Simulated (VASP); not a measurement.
# Se (Pm-3m) in VASP: single point with PBEsol

Aim: the single point of Se with PBEsol.

Program: VASP 6.6.1. These are calculated values, not measurements. Logs are shortened: lines on timing, memory, paths and dates and some standing lists are left out, and cuts for length are marked.

## 1. The cell of the first run

The structure is cubic, space group Pm-3m (No. 221). Conventional cell: a = 3.784 Å, b = 3.784 Å, c = 3.784 Å, α = 90.00°, β = 90.00°, γ = 90.00°. Se (site symmetry m-3m) has 6 Se at 3.78 Å within 5.0 Å.

## 2. Single point, PBEsol

Contents of INCAR:

```
ALGO     = Normal         # electronic algorithm
EDIFF    = 1E-6           # SCF threshold, eV
ENCUT    = 520            # plane-wave cutoff, eV
GGA      = PS             # functional
ISIF     = 2              # what is computed and relaxed
ISMEAR   = -1             # smearing method
LASPH    = T              # aspherical terms in the spheres
LCHARG   = T              # write CHGCAR
LELF     = T              # ELF
LREAL    = F              # projectors in reciprocal space
LVHAR    = T            
LWAVE    = F              # write WAVECAR
NBANDS   = 9              # bands
NELM     = 80             # most SCF steps
PREC     = Accurate       # precision mode
SIGMA    = 0.01           # smearing width, eV
```

Contents of KPOINTS:

```
k-points
0
Gamma
  5 5 5
```

Contents of POSCAR:

```
Se
1.0
    3.7843200000      0.0000000000      0.0000000000
    0.0000000000      3.7843200000      0.0000000000
    0.0000000000      0.0000000000      3.7843200000
Se
1
Direct
    0.5000000000      0.5000000000      0.5000000000
```

Potentials or basis: VASP PAW PBE potentials, release 64 (Se).

Command:

```bash
$ cat potpaw_PBE.64/Se/POTCAR > POTCAR
$ mpirun -np 1 vasp_std > vasp.out
```

OUTCAR:

```text
EDIFF = 1E-6
   ENCUT = 520
   GGA = PS
   ISIF = 2
   ISMEAR = -1
   LASPH = T
   LREAL = F
   NELM = 80
   PREC = Accurate

 ion  position               nearest neighbor table
   1  0.500  0.500  0.500-

  LATTYP: Found a simple cubic cell.
 ALAT       =     3.7843200000

  Lattice vectors:

 A1 = (   3.7843200000,   0.0000000000,   0.0000000000)
 A2 = (   0.0000000000,   3.7843200000,   0.0000000000)
 A3 = (   0.0000000000,   0.0000000000,   3.7843200000)

Analysis of symmetry for initial positions (statically):
=====================================================================
 Subroutine PRICEL returns:
 Original cell was already a primitive cell.

 Routine SETGRP: Setting up the symmetry group for a
 simple cubic supercell.

 Subroutine GETGRP returns: Found 48 space group operations
 (whereof 48 operations were pure point group operations)
 out of a pool of 48 trial point group operations.

The static configuration has the point symmetry O_h .

Analysis of symmetry for dynamics (positions and initial velocities):
=====================================================================
 Subroutine PRICEL returns:
 Original cell was already a primitive cell.

 Routine SETGRP: Setting up the symmetry group for a
 simple cubic supercell.

 Subroutine GETGRP returns: Found 48 space group operations
 (whereof 48 operations were pure point group operations)
 out of a pool of 48 trial point group operations.

The dynamic configuration has the point symmetry O_h .

 Subroutine INISYM returns: Found 48 space group operations
 (whereof 48 operations are pure point group operations),
 and found     1 'primitive' translations

----------------------------------------------------------------------------------------

                                     Primitive cell

  volume of cell :      54.1955

  direct lattice vectors                    reciprocal lattice vectors
     3.784320000  0.000000000  0.000000000     0.264248267  0.000000000  0.000000000
     0.000000000  3.784320000  0.000000000     0.000000000  0.264248267  0.000000000
     0.000000000  0.000000000  3.784320000     0.000000000  0.000000000  0.264248267

  length of vectors
     3.784320000  3.784320000  3.784320000     0.264248267  0.264248267  0.264248267

  position of ions in fractional coordinates (direct lattice)
     0.500000000  0.500000000  0.500000000

  ion indices of the primitive-cell ions
   primitive index   ion index
                 1           1

[... 58 lines left out ...]
   EDIFFG = 0.1E-04   stopping-criterion for IOM
   NSW    =      0    number of steps for IOM
   IBRION =     -1    ionic relax: 0-MD 1-quasi-New 2-CG
   NFREE  =      0    steps in history (QN), initial steepest desc. (CG)
   ISIF   =      2    stress and relaxation
   ISYM   =      2    0-nonsym 1-usesym 2-fastsym
   POTIM  = 0.5000    time-step for ionic-motion
   TEBEG  =    0.0;   TEEND  =   0.0 temperature during run
   PSTRESS=    0.0 pullay stress
   NELECT =       6.0000    total number of electrons
   NUPDOWN=      -1.0000    fix difference up-down
   EMIN   =  10.00;   EMAX   =-10.00  energy-range for DOS
   EFERMI =   0.00;   METHOD = LEGACY
   ISMEAR =    -1;   SIGMA  =   0.01  broadening in eV -4-tet -1-fermi 0-gaus
   EFERMI_NEDOS =   21; number of points for ismear=-14 and -15
   IALGO  =     38    algorithm
   IMIX   =      4    mixing-type and parameters
     AMIX     =   0.40;   BMIX     =  1.00
     AMIX_MAG =   1.60;   BMIX_MAG =  1.00
  volume/ion in A,a.u.               =      54.20       365.73
  Fermi-wavevector in a.u.,A,eV,Ry     =   0.786087  1.485489  8.407490  0.617933
  Thomas-Fermi vector in A             =   1.890555
   LORBIT       =      0    0 simple, 1 ext, 2 COOP (PROOUT), +10 PAW based schemes
   GGA     = PS    functional components
   LHFCALC =     F    Hartree Fock is set to
   AEXX    =    0.0000 exact exchange contribution
   IVDW    =     0    specifies the selected vdW correction
   LEPSILON=     F    determine dielectric tensor
   LRPA    =     F    only Hartree local field effects (RPA)
 non-spin polarized calculation
  energy-cutoff  :      520.00
  volume of cell :       54.20
 maximum number of plane-waves:      1472
   NGX = 15   NGY = 15   NGZ = 15

 number of electron       6.0000001 magnetization

 Free energy of the ion-electron system (eV)
  ---------------------------------------------------
  ext. energy  EPLUGINS =         0.00000000
  ---------------------------------------------------
  free energy    TOTEN  =        -1.62858468 eV

  energy without entropy =       -1.62746034  energy(sigma->0) =       -1.62802251

 E-fermi :  -2.5806     XC(G=0):  -6.5302

 val. band max:       -2.6046827499   @ k =   0.4000   0.2000   0.2000
 cond. band min:      -2.4751692151   @ k =   0.4000   0.2000   0.2000
 fundamental gap:      0.1295135348
 Fermi energy:        -2.5805802162

 k-point     1 :       0.0000    0.0000    0.0000
  band No.  band energies     occupation
      1     -14.1937      2.00000
      2      -2.0190      0.00000
      3      -2.0190      0.00000
      4      -2.0190      0.00000
      5       2.6680      0.00000
      6       6.0961      0.00000
      7       6.0961      0.00000
      8      13.2073      0.00000
      9      13.2828      0.00000
[... 97 lines left out ...]
 k-point    10 :       0.4000    0.4000    0.4000
  band No.  band energies     occupation
      1     -13.4556      2.00000
      2      -3.3968      2.00000
      3      -3.3370      2.00000
      4      -3.3370      2.00000
      5       5.0183      0.00000
      6       5.6273      0.00000
      7       5.6273      0.00000
      8       9.1750      0.00000
      9      12.7173      0.00000

------------------------ aborting loop because EDIFF is reached ----------------------------------------

  FORCE on cell =-STRESS in cart. coord.  units (eV):
  Direction    XX          YY          ZZ          XY          YZ          ZX
  --------------------------------------------------------------------------------------
  -------------------------------------------------------------------------------------
  Total       -2.3943467     -2.3943467     -2.3943467      0.0000000      0.0000000      0.0000000
  in kB      -70.7838315    -70.7838315    -70.7838315      0.0000000      0.0000000      0.0000000
  external PRESSURE =     -70.7838315 kB  Pullay stress =       0.0000000 kB

 VOLUME and BASIS-vectors are now :
 -----------------------------------------------------------------------------
  energy-cutoff  :      520.00
  volume of cell :       54.20
      direct lattice vectors                 reciprocal lattice vectors
     3.784320000  0.000000000  0.000000000     0.264248267  0.000000000  0.000000000
     0.000000000  3.784320000  0.000000000     0.000000000  0.264248267  0.000000000
     0.000000000  0.000000000  3.784320000     0.000000000  0.000000000  0.264248267

 POSITION                                       TOTAL-FORCE (eV/Angst)
 -----------------------------------------------------------------------------------
      1.89216      1.89216      1.89216         0.000000      0.000000      0.000000
 -----------------------------------------------------------------------------------
    total drift:                                0.000000      0.000000      0.000000

  FREE ENERGIE OF THE ION-ELECTRON SYSTEM (eV)
  ---------------------------------------------------
  free  energy   TOTEN  =        -1.6285846815 eV

  energy  without entropy=       -1.6274603423  energy(sigma->0) =       -1.62802251
```

Run time: 7.7 s. Hardware: 1 thread of AMD EPYC 7R13 (Zen 3), shared host; peak memory 0.12 GiB.

What came out:

```
Free energy            : -1.6286 eV
Pressure               : -7.1 GPa
Band gap on the k mesh : zero (band 3 reaches -1.78 eV, above the bottom of band 4 at -3.34 eV)
```

Levels at points of the mesh, in eV from the Fermi level:
| k point | band 1 | band 2 | band 3 | band 4 | band 5 | band 6 | band 7 |
| --- | --- | --- | --- | --- | --- | --- | --- |
| (0.00, 0.00, 0.00) | -11.61 | 0.56 | 0.56 | 0.56 | 5.25 | 8.68 | 8.68 |

Caveat: the PAW data sets were made with another functional, which shifts forces and pressure a little.
